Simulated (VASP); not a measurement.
# Si16Ge (a cell with a defect) in VASP: further runs

Si16Ge (a cell with a defect) is run at these levels: PBE+D3(BJ); tasks: single point.

Program: VASP 6.6.1. These are calculated values, not measurements. Logs are shortened: lines on timing, memory, paths and dates and some standing lists are left out, and cuts for length are marked.

## 1. The cell of the first run

The cell holds a defect, 17 atoms: a = 7.679 Å, b = 7.679 Å, c = 7.679 Å, α = 60.00°, β = 60.00°, γ = 60.00°.

## 2. Single point, PBE+D3(BJ)

Input file INCAR:

```
SYSTEM = Si16Ge
  PREC = Accurate
  ENCUT = 520
  EDIFF = 1E-6
  ISMEAR = -1
  SIGMA = 0.02
  LREAL = Auto
  LASPH = .TRUE.
  NELM = 80
  ALGO = Normal
  ISIF = 2
  LWAVE = .FALSE.
  LCHARG = .FALSE.
  GGA = PE
  IVDW = 12
  NBANDS = 53
```

Input file KPOINTS:

```
Automatic mesh
0
G
  2 2 2
  0 0 0
```

Input file POSCAR:

```
Si16Ge
1.0
    0.0000000000      5.4300000000      5.4300000000
    5.4300000000      0.0000000000      5.4300000000
    5.4300000000      5.4300000000      0.0000000000
Si Ge
16 1
Direct
    0.0121103594     -0.0344580240      0.0102728232
    0.1592745243      0.1131668030      0.1144869160
    0.0181033312     -0.0021679403      0.4863407306
    0.1273824944      0.1069030304      0.6383731450
    0.0121233803      0.5121795601      0.0102743510
    0.1020918044      0.6021787984      0.1936903280
   -0.0244918360      0.4755868908      0.5734460565
    0.1273902375      0.6274574109      0.6383735312
    0.5227940990      0.0228798565     -0.0684161231
    0.6131112911      0.1131714269      0.1144878099
    0.4977674012     -0.0021648284      0.4863412428
    0.6493267558      0.1494107678      0.5519849927
    0.4654674371      0.5121762935      0.0102718627
    0.6131031952      0.6593480631      0.1144806423
    0.4977606814      0.5181840929      0.4863348835
    0.6068267688      0.6274550716      0.6383713549
    0.8127717748      0.3128484269      0.0616544528
```

Potentials or basis: VASP PAW PBE potentials, release 64 (Si, Ge_d).

The run is started by

```bash
> cat potpaw_PBE.64/Si/POTCAR potpaw_PBE.64/Ge_d/POTCAR > POTCAR
> mpirun -np 1 vasp_std > vasp.out
```

OUTCAR:

```text
SYSTEM = Si16Ge
   PREC = Accurate
   ENCUT = 520
   EDIFF = 1E-6
   ISMEAR = -1
   LREAL = Auto
   LASPH = .TRUE.
   NELM = 80
   ISIF = 2
   GGA = PE
   IVDW = 12
 IVDW          = 12

 ion  position               nearest neighbor table
   1  0.012  0.966  0.010-   6 2.32   4 2.33  17 2.44  10 2.51   2 2.51
   2  0.159  0.113  0.114-   9 2.32   3 2.33  17 2.44   1 2.51   5 2.51
   3  0.018  0.998  0.486-   8 2.33   4 2.33   2 2.33  12 2.34
   4  0.127  0.107  0.638-   3 2.33  11 2.33   1 2.33   7 2.34
   5  0.012  0.512  0.010-   6 2.32   8 2.33  17 2.44   2 2.51  14 2.51
   6  0.102  0.602  0.194-   1 2.32  13 2.32   5 2.32   7 2.38
   7  0.976  0.476  0.573-   8 2.34  16 2.34   4 2.34   6 2.38
   8  0.127  0.627  0.638-  15 2.33   3 2.33   5 2.33   7 2.34
   9  0.523  0.023  0.932-  10 2.32   2 2.32  14 2.32  12 2.38
  10  0.613  0.113  0.114-   9 2.32  11 2.33  17 2.44   1 2.51  13 2.51
  11  0.498  0.998  0.486-  16 2.33   4 2.33  10 2.33  12 2.34
  12  0.649  0.149  0.552-  15 2.34   3 2.34  11 2.34   9 2.38
  13  0.465  0.512  0.010-   6 2.32  16 2.33  17 2.44  10 2.51  14 2.51
  14  0.613  0.659  0.114-   9 2.32  15 2.33  17 2.44  13 2.51   5 2.51
  15  0.498  0.518  0.486-   8 2.33  16 2.33  14 2.33  12 2.34
  16  0.607  0.627  0.638-  15 2.33  11 2.33  13 2.33   7 2.34
  17  0.813  0.313  0.062-  14 2.44   2 2.44  10 2.44   5 2.44  13 2.44   1 2.44

  LATTYP: Found a face centered cubic cell.
 ALAT       =    10.8600000000

  Lattice vectors:

 A1 = (   0.0000000000,   5.4300000000,   5.4300000000)
 A2 = (   5.4300000000,   0.0000000000,   5.4300000000)
 A3 = (   5.4300000000,   5.4300000000,   0.0000000000)

Analysis of symmetry for initial positions (statically):
=====================================================================
 Subroutine PRICEL returns:
 Original cell was already a primitive cell.

 Routine SETGRP: Setting up the symmetry group for a
 face centered cubic supercell.

 Subroutine GETGRP returns: Found  1 space group operations
 (whereof  1 operations were pure point group operations)
 out of a pool of 48 trial point group operations.

The static configuration has the point symmetry C_1 .

Analysis of symmetry for dynamics (positions and initial velocities):
=====================================================================
 Subroutine PRICEL returns:
 Original cell was already a primitive cell.

 Routine SETGRP: Setting up the symmetry group for a
 face centered cubic supercell.

 Subroutine GETGRP returns: Found  1 space group operations
 (whereof  1 operations were pure point group operations)
 out of a pool of 48 trial point group operations.

The dynamic configuration has the point symmetry C_1 .

 Subroutine INISYM returns: Found  1 space group operations
 (whereof  1 operations are pure point group operations),
 and found     1 'primitive' translations

----------------------------------------------------------------------------------------

                                     Primitive cell

  volume of cell :     320.2060

  direct lattice vectors                    reciprocal lattice vectors
     0.000000000  5.430000000  5.430000000    -0.092081031  0.092081031  0.092081031
     5.430000000  0.000000000  5.430000000     0.092081031 -0.092081031  0.092081031
     5.430000000  5.430000000  0.000000000     0.092081031  0.092081031 -0.092081031

  length of vectors
     7.679179644  7.679179644  7.679179644     0.159489025  0.159489025  0.159489025

  position of ions in fractional coordinates (direct lattice)
     0.012110359  0.965541976  0.010272823
     0.159274524  0.113166803  0.114486916
     0.018103331  0.997832060  0.486340731
     0.127382494  0.106903030  0.638373145
     0.012123380  0.512179560  0.010274351
     0.102091804  0.602178798  0.193690328
[... 9 lines left out ...]
     0.606826769  0.627455072  0.638371355
     0.812771775  0.312848427  0.061654453

  ion indices of the primitive-cell ions
   primitive index   ion index
                 1           1
                 2           2
                 3           3
                 4           4
                 5           5
                 6           6
[... 9 lines left out ...]
                16          16
                17          17

----------------------------------------------------------------------------------------

 KPOINTS: Automatic mesh

Automatic generation of k-mesh.
 Grid dimensions read from file:
 generate k-points for:    2    2    2

 Generating k-lattice:

  Cartesian coordinates                     Fractional coordinates (reciprocal lattice)
    -0.046040516  0.046040516  0.046040516     0.500000000  0.000000000  0.000000000
     0.046040516 -0.046040516  0.046040516     0.000000000  0.500000000  0.000000000
     0.046040516  0.046040516 -0.046040516     0.000000000  0.000000000  0.500000000

  Length of vectors
     0.079744512  0.079744512  0.079744512

  Shift w.r.t. Gamma in fractional coordinates (k-lattice)
     0.000000000  0.000000000  0.000000000

 Subroutine IBZKPT returns following result:
 ===========================================

 Found      8 irreducible k-points:

 Following reciprocal coordinates:
            Coordinates               Weight
  0.000000  0.000000  0.000000      1.000000
  0.500000  0.000000  0.000000      1.000000
  0.000000  0.500000  0.000000      1.000000
  0.000000  0.000000  0.500000      1.000000
  0.500000  0.500000  0.500000      1.000000
  0.500000  0.500000  0.000000      1.000000
  0.000000  0.500000  0.500000      1.000000
  0.500000  0.000000  0.500000      1.000000
   k-points           NKPTS =      8   k-points in BZ     NKDIM =      8   number of bands    NBANDS=     53
   number of dos      NEDOS =    301   number of ions     NIONS =     17
   total plane-waves  NPLWV = 216000
   dimension x,y,z NGX =    60 NGY =   60 NGZ =   60
   dimension x,y,z NGXF=   120 NGYF=  120 NGZF=  120
   ions per type =              16   1
   NGX,Y,Z   is equivalent  to a cutoff of  12.99, 12.99, 12.99 a.u.
   NGXF,Y,Z  is equivalent  to a cutoff of  25.98, 25.98, 25.98 a.u.
 SYSTEM =  Si16Ge
   PREC   = accura    normal or accurate (medium, high low for compatibility)
   ISTART =      0    job   : 0-new  1-cont  2-samecut
   ICHARG =      2    charge: 1-file 2-atom 10-const
   ISPIN  =      1    spin polarized calculation?
   LNONCOLLINEAR =      F non collinear calculations
   LSORBIT =      F    spin-orbit coupling
   LASPH  =      T    aspherical Exc in radial PAW
   ENCUT  =  520.0 eV  38.22 Ry    6.18 a.u.  14.28 14.28 14.28*2*pi/ulx,y,z
   NELM   =     80;   NELMIN=  2; NELMDL= -5     # of ELM steps
   EDIFF  = 0.1E-05   stopping-criterion for ELM
   LREAL  =      T    real-space projection
   EDIFFG = 0.1E-04   stopping-criterion for IOM
   NSW    =      0    number of steps for IOM
   IBRION =     -1    ionic relax: 0-MD 1-quasi-New 2-CG
   NFREE  =      0    steps in history (QN), initial steepest desc. (CG)
   ISIF   =      2    stress and relaxation
   ISYM   =      2    0-nonsym 1-usesym 2-fastsym
   POTIM  = 0.5000    time-step for ionic-motion
   TEBEG  =    0.0;   TEEND  =   0.0 temperature during run
   PSTRESS=    0.0 pullay stress
   NELECT =      78.0000    total number of electrons
   NUPDOWN=      -1.0000    fix difference up-down
   EMIN   =  10.00;   EMAX   =-10.00  energy-range for DOS
   EFERMI =   0.00;   METHOD = LEGACY
   ISMEAR =    -1;   SIGMA  =   0.02  broadening in eV -4-tet -1-fermi 0-gaus
   EFERMI_NEDOS =   21; number of points for ismear=-14 and -15
   IALGO  =     38    algorithm
   IMIX   =      4    mixing-type and parameters
     AMIX     =   0.40;   BMIX     =  1.00
     AMIX_MAG =   1.60;   BMIX_MAG =  1.00
  volume/ion in A,a.u.               =      18.84       127.11
  Fermi-wavevector in a.u.,A,eV,Ry     =   1.022421  1.932096 14.222785  1.045345
  Thomas-Fermi vector in A             =   2.156100
   LORBIT       =      0    0 simple, 1 ext, 2 COOP (PROOUT), +10 PAW based schemes
   GGA     = PE    functional components
   LHFCALC =     F    Hartree Fock is set to
   AEXX    =    0.0000 exact exchange contribution
   IVDW    =    12    specifies the selected vdW correction
   LEPSILON=     F    determine dielectric tensor
   LRPA    =     F    only Hartree local field effects (RPA)
 non-spin polarized calculation
  energy-cutoff  :      520.00
  volume of cell :      320.21
 maximum number of plane-waves:      8646
 NGX is ok and might be reduce to    60
   NGX = 29   NGY = 29   NGZ = 29

 number of electron      77.9999999 magnetization

 Free energy of the ion-electron system (eV)
  ---------------------------------------------------
  ext. energy  EPLUGINS =         0.00000000
  ---------------------------------------------------
  free energy    TOTEN  =       -86.35814413 eV

  energy without entropy =      -86.35620155  energy(sigma->0) =      -86.35717284

 E-fermi :   6.6365     XC(G=0):  -9.7731

 val. band max:        6.5658374008   @ k =   0.0000   0.0000   0.5000
 cond. band min:       6.7150447446   @ k =   0.0000   0.0000   0.0000
 fundamental gap:      0.1492073438
 Fermi energy:         6.6365265719

 k-point     1 :       0.0000    0.0000    0.0000
  band No.  band energies     occupation
      1     -17.9197      2.00000
      2     -17.9197      2.00000
      3     -17.7901      2.00000
      4     -17.7901      2.00000
      5     -17.7846      2.00000
      6      -6.3433      2.00000
[... 43 lines left out ...]
     50       8.6168      0.00000
     51       8.8299      0.00000

 k-point     2 :       0.5000    0.0000    0.0000
  band No.  band energies     occupation
      1     -17.9197      2.00000
      2     -17.9197      2.00000
      3     -17.7901      2.00000
      4     -17.7901      2.00000
      5     -17.7846      2.00000
      6      -5.9180      2.00000
[... 316 lines left out ...]
 k-point     8 :       0.5000    0.0000    0.5000
  band No.  band energies     occupation
      1     -17.9197      2.00000
      2     -17.9197      2.00000
      3     -17.7901      2.00000
      4     -17.7901      2.00000
      5     -17.7846      2.00000
      6      -5.8091      2.00000
[... 43 lines left out ...]
     50      10.3897      0.00000
     51      10.4216      0.00000
 [bands above 51 left out]

------------------------ aborting loop because EDIFF is reached ----------------------------------------

 Edisp (eV)   -5.66666

 E8    (eV) :    -2.3546

  FORCE on cell =-STRESS in cart. coord.  units (eV):
  Direction    XX          YY          ZZ          XY          YZ          ZX
  --------------------------------------------------------------------------------------
  -------------------------------------------------------------------------------------
  Total       5.03938     5.03979     5.04057    -1.27359     1.27304     1.27398
  in kB      25.21495    25.21699    25.22089    -6.37249     6.36975     6.37445
  external pressure =       25.22 kB  Pullay stress =        0.00 kB

 VOLUME and BASIS-vectors are now :
 -----------------------------------------------------------------------------
  energy-cutoff  :      520.00
  volume of cell :      320.21
      direct lattice vectors                 reciprocal lattice vectors
     0.000000000  5.430000000  5.430000000    -0.092081031  0.092081031  0.092081031
     5.430000000  0.000000000  5.430000000     0.092081031 -0.092081031  0.092081031
     5.430000000  5.430000000  0.000000000     0.092081031  0.092081031 -0.092081031

 POSITION                                       TOTAL-FORCE (eV/Angst)
 -----------------------------------------------------------------------------------
      5.29867      0.12154      5.30865         0.003606     -0.002385      0.002843
      1.23616      1.48652      1.47936         0.002164     -0.003049     -0.001447
      8.05906      2.73913      5.51653         0.007439      0.003731     -0.006741
      4.04685      4.15805      1.27217        -0.006447     -0.006949      0.007017
      2.83692      0.12162      2.84696        -0.001922     -0.002287     -0.003698
      4.32157      1.60610      3.82419        -0.003926     -0.002790      0.002102
[... 9 lines left out ...]
      6.87344      6.76143      6.70215        -0.006511     -0.005946      0.006874
      2.03355      4.74813      6.11212         0.000543      0.000316     -0.000208
 -----------------------------------------------------------------------------------
    total drift:                               -0.000057      0.001730     -0.002354

  FREE ENERGIE OF THE ION-ELECTRON SYSTEM (eV)
  ---------------------------------------------------
  free  energy   TOTEN  =       -92.0248083936 eV

  energy  without entropy=      -92.0228658172  energy(sigma->0) =      -92.02383711
```

Run time: 13 min. Hardware: 1 thread of AMD EPYC 7R13, shared host; peak memory 0.46 GiB.

What came out:

```yaml
Free_energy: -92.0248 eV
Pressure: 2.5 GPa
Largest_force: 0.012 eV/Å
Band_gap_on_the_k_mesh: 0.15 eV
Dispersion_energy_per_atom: -0.333 eV
```

Forces on the atoms (eV/Å):
```
Si   0.004 -0.002  0.003
Si   0.002 -0.003 -0.001
Si   0.007  0.004 -0.007
Si  -0.006 -0.007  0.007
Si  -0.002 -0.002 -0.004
Si  -0.004 -0.003  0.002
Si   0.003  0.004 -0.004
Si  -0.006 -0.007  0.006
Si   0.003  0.003 -0.003
Si   0.002  0.002  0.003
Si   0.007  0.007 -0.004
Si  -0.002 -0.002  0.002
Si  -0.002  0.004  0.003
Si  -0.003  0.002 -0.001
Si   0.003  0.007 -0.007
Si  -0.007 -0.006  0.007
Ge   0.001  0.000  0.000
```

Stress tensor (GPa, compression positive):
```
 2.52 -0.64  0.64
-0.64  2.52  0.64
 0.64  0.64  2.52
```

Caveat: the k points lie up to 0.50 Å⁻¹ apart.

## 3. Single point, PBE+D3(BJ)

Input file INCAR:

```
SYSTEM = Si16Ge
PREC = Accurate
ENCUT = 520
EDIFF = 1E-6
ISMEAR = -1
SIGMA = 0.02
LREAL = Auto
LASPH = .TRUE.
NELM = 100
ALGO = Normal
ISIF = 2
LWAVE = .FALSE.
LCHARG = .TRUE.
GGA = PE
IVDW = 12
LELF = .TRUE.
LVHAR = .TRUE.
NBANDS = 53
```

KPOINTS is that of step 2.

Input file POSCAR:

```
Si16Ge
1.0
    0.0000000000      5.4300000000      5.4300000000
    5.4300000000      0.0000000000      5.4300000000
    5.4300000000      5.4300000000      0.0000000000
Si Ge
16 1
Direct
   -0.0131130793     -0.0029869608     -0.0023940748
    0.0519019356      0.1487744075      0.1493855283
   -0.0129601181     -0.0030338748      0.5178954681
    0.1389167304      0.1062520821      0.6271581899
   -0.0129275037      0.5172342061     -0.0024213653
    0.1386879479      0.6265832514      0.1069863153
    0.0734261257      0.4748967938      0.4755768728
    0.1386407275      0.6265820404      0.6272239481
    0.4319922987      0.0220702334      0.0227230969
    0.6149819781      0.1125325096      0.1124652066
    0.5107377809     -0.0351471363      0.5122148200
    0.6150853581      0.1127108909      0.6593612712
    0.5105631067      0.5118253115     -0.0344161141
    0.6150547610      0.6584208344      0.1131697373
    0.5105717614      0.5114048162      0.5116054328
    0.6937318359      0.6015100665      0.6020733880
    0.5630908733      0.3109973281      0.3123501589
```

Potentials or basis: VASP PAW PBE potentials, release 64 (Si, Ge_d).

The run is started by

```bash
> cat potpaw_PBE.64/Si/POTCAR potpaw_PBE.64/Ge_d/POTCAR > POTCAR
> mpirun -np 1 vasp_std > vasp.out
```

Run time: 12 min. Hardware: 1 thread of AMD EPYC 7R13, shared host; peak memory 0.46 GiB.

It converged, with:

| Quantity | Value |
| --- | --- |
| Free energy | -92.0246 eV |
| Pressure | 2.5 GPa |
| Largest force | 0.031 eV/Å |
| Band gap on the k mesh | 0.15 eV |
| Dispersion energy per atom | -0.333 eV |

Forces on the atoms (eV/Å):
```
Si  -0.010 -0.003 -0.001
Si  -0.014  0.013  0.009
Si   0.005  0.007 -0.001
Si   0.003 -0.001 -0.014
Si   0.006 -0.004  0.001
Si   0.002 -0.009  0.003
Si   0.000 -0.002 -0.001
Si   0.005  0.000  0.003
Si   0.003 -0.010 -0.019
Si   0.004  0.014  0.004
Si  -0.002 -0.005  0.003
Si  -0.013 -0.005  0.001
Si  -0.006  0.006 -0.005
Si  -0.002 -0.002  0.003
Si  -0.001  0.008  0.004
Si  -0.001 -0.006 -0.013
Ge   0.022 -0.001  0.022
```

Stress tensor (GPa, compression positive):
```
 2.53  0.65  0.66
 0.65  2.52 -0.65
 0.66 -0.65  2.53
```

Levels at points of the mesh, in eV from the valence-band top:
| k point | band 35 | band 36 | band 37 | band 38 | band 39 | band 40 | band 41 | band 42 | band 43 | band 44 |
| --- | --- | --- | --- | --- | --- | --- | --- | --- | --- | --- |
| (0.00, 0.00, 0.00) | -1.19 | -0.95 | -0.36 | -0.34 | -0.34 | 0.15 | 0.15 | 0.50 | 0.50 | 0.99 |
| (0.50, 0.00, 0.00) | -1.08 | -1.08 | -1.01 | -1.01 | 0.00 | 0.64 | 0.65 | 1.38 | 1.48 | 1.48 |
| (0.00, 0.50, 0.00) | -1.24 | -1.23 | -1.14 | -0.56 | -0.23 | 0.46 | 0.95 | 1.10 | 1.31 | 1.52 |
| (0.00, 0.00, 0.50) | -1.24 | -1.23 | -1.14 | -0.56 | -0.23 | 0.46 | 0.95 | 1.10 | 1.31 | 1.52 |
| (0.50, 0.50, 0.50) | -1.24 | -1.23 | -1.14 | -0.56 | -0.23 | 0.46 | 0.95 | 1.10 | 1.31 | 1.52 |
| (0.50, 0.50, 0.00) | -1.70 | -1.60 | -1.49 | -0.37 | -0.04 | 0.65 | 1.63 | 1.65 | 1.98 | 2.11 |
| (0.00, 0.50, 0.50) | -1.70 | -1.60 | -1.49 | -0.37 | -0.04 | 0.65 | 1.63 | 1.65 | 1.98 | 2.11 |
| (0.50, 0.00, 0.50) | -1.70 | -1.60 | -1.49 | -0.36 | -0.04 | 0.65 | 1.63 | 1.65 | 1.98 | 2.11 |

Caveat: the k points lie up to 0.50 Å⁻¹ apart.
